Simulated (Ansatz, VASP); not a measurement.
Ta18N17 in VASP and in Ansatz

Contents of INCAR:

```
PREC = Accurate
ENCUT = 520
EDIFF = 1E-6
ISMEAR = 1
SIGMA = 0.1
LREAL = Auto
LASPH = True
NELM = 80
ALGO = Normal
ISIF = 2
LWAVE = False
LCHARG = True
GGA = PS
LELF = True
LVHAR = True
NBANDS = 164
```

File KPOINTS:

```
regular mesh
0
Gamma
  2 2 2
```

Contents of POSCAR:

```
Ta18N17
1.0
    7.7675072900      4.4845723700      0.0000000000
   -7.7675072400      4.4845724600      0.0000000000
    0.0000000000      0.0000000000      5.7917586500
Ta N
18 17
Direct
   -0.0042434400     -0.0013427100     -0.0021051800
    0.3317779000      0.6671285200      0.0021995400
    0.6696837100      0.3351284800     -0.0041826200
    0.0033647700      0.6719298900      0.2524552900
    0.3157442400      0.3465991800      0.2333753900
    0.6642876300     -0.0044119100      0.2521701900
   -0.0032557400      0.3315928800      0.2469707600
    0.3337948100      0.0034826500      0.2528454100
    0.6572293100      0.6583705200      0.2505577200
   -0.0016614700      0.0005046000      0.4978780300
    0.3364505400      0.6652598500      0.5024225800
    0.6829820000      0.3430047300      0.5117182400
    0.0006463100      0.6694936300      0.7520528100
    0.3319157000      0.3198644700      0.7486155900
    0.6622329700     -0.0055290600      0.7531866000
   -0.0020312900      0.3315547800      0.7469553800
    0.3304056800     -0.0019031200      0.7584353500
    0.6567411300      0.6601876800      0.7491561200
    0.1270918600      0.8698478000      0.0003442300
    0.4587648700      0.5274918200     -0.0084009400
    0.7953069400      0.1973969100      0.0024250500
    0.0690373000      0.5375902300      0.0018973500
    0.4067264700      0.2080025800      0.0176961900
    0.7327732200      0.8616332800      0.0004298700
    0.1247649600      0.2623937200     -0.0148039900
    0.4650295800      0.9284837400      0.0092663600
    0.7957067500      0.5950079300      0.0061992100
    0.1327820100      0.8714552200      0.5042794900
    0.7982148800      0.1951522000      0.5014372200
    0.0729492600      0.5386277700      0.5023909800
    0.4868057000      0.3694782500      0.4489194100
    0.7315324200      0.8621239500      0.4995269500
    0.1321616900      0.2651874200      0.5024419500
    0.4590686300      0.9277155600      0.5037551300
    0.8064424600      0.6044398700      0.5015923700
```

Input for Ansatz:

```yaml
crystal:
  lattice:
    - [7.76750729, 4.48457237, 0.0]
    - [-7.76750724, 4.48457246, 0.0]
    - [0.0, 0.0, 5.79175865]
  atoms:
    - { symbol: Ta, position: [-0.00424344, -0.00134271, -0.00210518] }
    - { symbol: Ta, position: [0.3317779, 0.66712852, 0.00219954] }
    - { symbol: Ta, position: [0.66968371, 0.33512848, -0.00418262] }
    - { symbol: Ta, position: [0.00336477, 0.67192989, 0.25245529] }
    - { symbol: Ta, position: [0.31574424, 0.34659918, 0.23337539] }
    - { symbol: Ta, position: [0.66428763, -0.00441191, 0.25217019] }
    - { symbol: Ta, position: [-0.00325574, 0.33159288, 0.24697076] }
    - { symbol: Ta, position: [0.33379481, 0.00348265, 0.25284541] }
    - { symbol: Ta, position: [0.65722931, 0.65837052, 0.25055772] }
    - { symbol: "N", position: [0.12709186, 0.8698478, 0.00034423] }
    - { symbol: "N", position: [0.45876487, 0.52749182, -0.00840094] }
    - { symbol: "N", position: [0.79530694, 0.19739691, 0.00242505] }
    - { symbol: "N", position: [0.0690373, 0.53759023, 0.00189735] }
    - { symbol: "N", position: [0.40672647, 0.20800258, 0.01769619] }
    - { symbol: "N", position: [0.73277322, 0.86163328, 0.00042987] }
    - { symbol: "N", position: [0.12476496, 0.26239372, -0.01480399] }
    - { symbol: "N", position: [0.46502958, 0.92848374, 0.00926636] }
    - { symbol: "N", position: [0.79570675, 0.59500793, 0.00619921] }
    - { symbol: Ta, position: [-0.00166147, 0.0005046, 0.49787803] }
    - { symbol: Ta, position: [0.33645054, 0.66525985, 0.50242258] }
    - { symbol: Ta, position: [0.682982, 0.34300473, 0.51171824] }
    - { symbol: Ta, position: [0.00064631, 0.66949363, 0.75205281] }
    - { symbol: Ta, position: [0.3319157, 0.31986447, 0.74861559] }
    - { symbol: Ta, position: [0.66223297, -0.00552906, 0.7531866] }
    - { symbol: Ta, position: [-0.00203129, 0.33155478, 0.74695538] }
    - { symbol: Ta, position: [0.33040568, -0.00190312, 0.75843535] }
    - { symbol: Ta, position: [0.65674113, 0.66018768, 0.74915612] }
    - { symbol: "N", position: [0.13278201, 0.87145522, 0.50427949] }
    - { symbol: "N", position: [0.79821488, 0.1951522, 0.50143722] }
    - { symbol: "N", position: [0.07294926, 0.53862777, 0.50239098] }
    - { symbol: "N", position: [0.4868057, 0.36947825, 0.44891941] }
    - { symbol: "N", position: [0.73153242, 0.86212395, 0.49952695] }
    - { symbol: "N", position: [0.13216169, 0.26518742, 0.50244195] }
    - { symbol: "N", position: [0.45906863, 0.92771556, 0.50375513] }
    - { symbol: "N", position: [0.80644246, 0.60443987, 0.50159237] }
basis:
  ecutwfc: 420
  xc_grid: 2
hamiltonian:
  xc: pbesol
  pseudopotentials: { kind: paw, azcp: { folder: soft_1 } }
kpoints:
  mp_grid: { grid: [2, 2, 2] }
scf:
  occupations: { method: methfessel_paxton, width: 0.1 }
  max_iter: 140
output:
  forces: true
  eigenvalues: true
checkpoint:
  write: "../q0.top.mesh.run"
  compress: false
  write_wavefunctions: false
  write_every: 100000
```

Alike in both runs: task single point; functional PBEsol; k mesh 2 × 2 × 2; occupations methfessel-paxton of order 1, width 0.1 eV; no spin polarisation.

|  | VASP | Ansatz |
| --- | --- | --- |
| version | VASP 6.6.1 | Ansatz 0.2.0 |
| potentials or method | VASP PAW PBE potentials, release 64 (Ta_pv, N), cutoff 520 eV | plane-wave PAW DFT |
| valence electrons in the cell | 283 | 319 |

|  | VASP | Ansatz | Ansatz less VASP |
| --- | --- | --- | --- |
| rms of the force components (eV/Å) | 0.330 | 0.328 | -0.0014 |

VASP's potentials were made for PBE, not for PBEsol, and Ansatz warns of the same on its side. VASP's potentials hold 283 valence electrons a cell and Ansatz's 319, so a difference there can come from the potentials and not from the codes.

The k mesh is coarse, so the values compare programs but aren't converged. Neither program's run includes spin-orbit coupling.
